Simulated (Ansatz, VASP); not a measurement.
PbSe: VASP beside Ansatz

Contents of INCAR:

```
SYSTEM = PbSe
ALGO = Normal
EDIFF = 1E-7
ENCUT = 520
GGA = PE
ISIF = 2
ISMEAR = -1
LASPH = .TRUE.
LCHARG = .FALSE.
LREAL = .FALSE.
LWAVE = .FALSE.
NBANDS = 28
NELM = 100
PREC = Accurate
SIGMA = 0.05
```

File KPOINTS:

```
k-points
0
G
  6 6 3
  0 0 0
```

POSCAR

```
PbSe
1.0
    4.4148899595      0.0000000000      0.0000000000
   -0.0103110241      4.4148779187      0.0000000000
   -2.2022894676     -2.2074389594     12.0007990000
Pb Se
2 2
Direct
    0.8147920000      0.8082650000      0.6225630000
    0.1748420000      0.2061310000      0.3816970000
    0.2840420000      0.3305390000      0.6252760000
    0.6798310000      0.6878970000      0.3787530000
```

The input input.yaml:

```yaml
crystal:
  lattice:
    - [4.4148899595, 0.0, 0.0]
    - [-0.0103110241, 4.4148779187, 0.0]
    - [-2.2022894676, -2.2074389594, 12.000799]
  atoms:
    - { symbol: Pb, position: [0.814792, 0.808265, 0.622563] }
    - { symbol: Pb, position: [0.174842, 0.206131, 0.381697] }
    - { symbol: Se, position: [0.284042, 0.330539, 0.625276] }
    - { symbol: Se, position: [0.679831, 0.687897, 0.378753] }
kpoints:
  mp_grid: { grid: [6, 6, 3] }
scf:
  occupations: { method: fermi_dirac, width: 0.05 }
hamiltonian:
  xc: pbe
  pseudopotentials: { kind: all_electron, lapw: { basis_error: 0.001 } }
output:
  forces: true
  stress: true
  eigenvalues: true
  populations: true
```

Change from the starting cell: atoms moved at random, drawn with an rms of 0.05 Å.

Alike in both runs: task single point; functional PBE; k mesh 6 × 6 × 3; occupations fermi-dirac, width 0.05 eV; no spin polarisation.

|  | VASP | Ansatz |
| --- | --- | --- |
| version | VASP 6.6.1 | Ansatz 0.2.0 |
| potentials or method | VASP PAW PBE potentials, release 64 (Pb_d, Se), cutoff 520 eV | all-electron LAPW, scalar-relativistic |

VASP gave:

* gap on the k mesh at the Fermi level (eV): 1.51
* least direct gap on the mesh (eV): 1.51
* rms of the force components (eV/Å): 0.184

Question: Which values does Ansatz return?

Answer: gap on the k mesh at the Fermi level (eV): 1.51; least direct gap on the mesh (eV): 1.51; rms of the force components (eV/Å): 0.186.

Atom by atom the forces differ by 0.004 eV/Å (rms over components). Ansatz ran all-electron here, and VASP with PAW potentials.

Neither program's run includes spin-orbit coupling.
